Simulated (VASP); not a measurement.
**H: single point with PBE**

H:

```
H
1.0
     2.85835    0.00000    0.00000
    -1.42917    2.47540    0.00000
     0.00000    0.00000    4.87304
H
6
Cartesian
  0.0000 0.0000 1.2183
  0.0000 0.0000 3.6548
  1.4293 0.8251 0.0000
  -0.0001 1.6504 1.2183
  0.0001 1.6504 3.6548
  1.4293 0.8251 2.4365
```

* Program: VASP 6.6.1
* Task: single point
* Functional: PBE
* Potentials or basis: VASP PAW PBE potentials, release 64 (H)
* Cutoff: 520 eV
* k mesh: 10 × 10 × 5
* Occupations: methfessel-paxton, width 0.0124 eV
* Spin: no spin polarisation
* Dipole correction: no
* Further INCAR settings: ALGO = Normal; EDIFF = 1e-06; NBANDS = 12

```
Pressure               : -22.7 GPa
Band gap on the k mesh : zero (band 3 reaches 0.06 eV, above the bottom of band 4 at -3.50 eV)
```

Stress tensor (GPa, compression positive):
```
-28.20   0.00   0.00
  0.00 -28.19   0.00
  0.00   0.00 -11.83
```

Levels at points of the mesh, in eV from the Fermi level:
| k point | band 1 | band 2 | band 3 | band 4 | band 5 | band 6 | band 7 | band 8 |
| --- | --- | --- | --- | --- | --- | --- | --- | --- |
| (0.00, 0.00, 0.00) | -9.71 | -5.27 | -2.45 | 5.26 | 7.77 | 9.31 | 15.57 | 18.15 |
| (0.50, 0.00, 0.00) | -4.11 | -3.92 | -1.19 | 0.55 | 1.72 | 3.96 | 7.55 | 12.12 |
| (0.00, 0.50, 0.00) | -4.11 | -3.92 | -1.19 | 0.55 | 1.73 | 3.96 | 7.55 | 12.12 |
| (0.50, 0.50, 0.00) | -4.11 | -3.92 | -1.19 | 0.55 | 1.72 | 3.96 | 7.55 | 12.12 |

It took 38 s on 1 thread of AMD EPYC 7R43 64-Core Processor (Zen 3) (shared host), peak memory 0.14 GiB.
